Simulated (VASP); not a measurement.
**MnO: single point with PBE**

Crystal: MnO.

```xyz
2
Lattice="0.0000 2.2225 2.2225 2.2225 0.0000 2.2225 2.2225 2.2225 0.0000" Properties=species:S:1:pos:R:3 pbc="T T T"
Mn    0.0000    0.0000    0.0000
O     2.2225    2.2225    2.2225
```

* Program: VASP 6.6.1
* Task: single point
* Functional: PBE
* Potentials or basis: VASP PAW PBE potentials, release 64 (Mn_pv, O)
* Cutoff: 600 eV
* k mesh: 4 × 4 × 4
* Occupations: fermi-dirac, width 0.05 eV
* Spin: collinear spin, ferromagnetic start
* Starting moments: [5.0, 0.0] μB
* Dipole correction: no
* Further INCAR settings: ALGO = Normal; EDIFF = 1e-06; NBANDS = 20

| Quantity | Value |
| --- | --- |
| Pressure | -1.3 GPa |
| Net moment | 4.72 μB per cell |
| Site moments | Mn +4.29; O +0.20 μB |
| Valence electrons inside the program's atomic spheres | Mn 11.36; O 4.97 |

Levels at points of the mesh, in eV from the Fermi level:
Spin up:
```
           k point  band 8  band 9  band 10  band 11  band 12  band 13  band 14  band 15  band 16  band 17
(0.00, 0.00, 0.00)   -3.37   -3.37    -3.37    -2.85    -2.85    -0.67    13.82    16.19    16.19    16.19
(0.50, 0.00, 0.00)   -2.48   -2.48    -2.04     0.04     0.04     3.33     7.57    11.73    11.73    18.32
(0.50, 0.50, 0.00)   -4.37   -2.42    -2.21    -2.21    -2.08     4.87     7.65    10.26    13.50    13.50
```
Spin down:
| k point | band 3 | band 4 | band 5 | band 6 | band 7 | band 8 | band 9 | band 10 | band 11 | band 12 |
| --- | --- | --- | --- | --- | --- | --- | --- | --- | --- | --- |
| (0.00, 0.00, 0.00) | -45.91 | -20.02 | -3.55 | -3.55 | -3.55 | 0.55 | 0.55 | 0.55 | 0.62 | 1.17 |
| (0.50, 0.00, 0.00) | -45.92 | -19.07 | -7.55 | -5.04 | -5.04 | 1.73 | 1.77 | 1.77 | 3.43 | 3.43 |
| (0.50, 0.50, 0.00) | -45.94 | -19.10 | -6.60 | -4.53 | -4.53 | -1.02 | 1.76 | 1.96 | 2.20 | 2.20 |

It took 31 s on 1 thread of Intel Xeon 8259CL, on a shared host, peak memory 0.17 GiB.

Caveat: the k points lie up to 0.61 Å⁻¹ apart; a cell with one magnetic atom can't hold antiferromagnetic order, which such compounds often take; semilocal functionals often make such compounds metallic where correlation or magnetic order opens a gap, which also shifts bond lengths. With open d or f shells a metallic result of PBE can be an artefact of self-interaction; +U or a hybrid may open a gap.
